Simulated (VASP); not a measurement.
A run of VASP 6.6.1:

Contents of INCAR:

```
SYSTEM = Ag
  PREC = Accurate
  ENCUT = 600
  EDIFF = 1E-7
  ISMEAR = 0
  SIGMA = 0.1
  LREAL = .False.
  LASPH = .True.
  NELM = 100
  ALGO = Normal
  ISIF = 3
  LWAVE = .False.
  LCHARG = .False.
  GGA = PE
  IBRION = 2
  NSW = 90
  EDIFFG = -0.04
```

KPOINTS

```
Automatic mesh
0
Gamma
  4 4 4
  0 0 0
```

Contents of POSCAR:

```
Ag
1.0
    4.8292992572      0.0000000000      0.0000000000
    0.0000000000      5.2490721027      0.0000000000
   -2.1662037439      0.0000000000      4.7753710627
Ag
6
Direct
    0.0000000000      0.0000000000      0.0000000000
    0.0000000000      0.5000000000      0.5000000000
    0.4250000000      0.3600000000      0.2650000000
    0.5750000000      0.8600000000      0.2350000000
    0.5750000000      0.6400000000      0.7350000000
    0.4250000000      0.1400000000      0.7650000000
```

Potentials or basis: VASP PAW PBE potentials, release 64 (Ag).

Command:

```sh
$ cat potpaw_PBE.64/Ag/POTCAR > POTCAR
$ mpirun -np 1 vasp_std > vasp.out
```

Hardware: 1 thread of Intel(R) Xeon(R) Platinum 8259CL CPU @ 2.50GHz (Skylake/Cascade Lake), on a shared host.

Q: How long does it take, and how much memory?

A: It took 58 min on 1 thread of Intel(R) Xeon(R) Platinum 8259CL CPU @ 2.50GHz (Skylake/Cascade Lake) (shared host), peak memory 0.34 GiB. Counts: scf iterations 340, k points 30, ion steps 39.
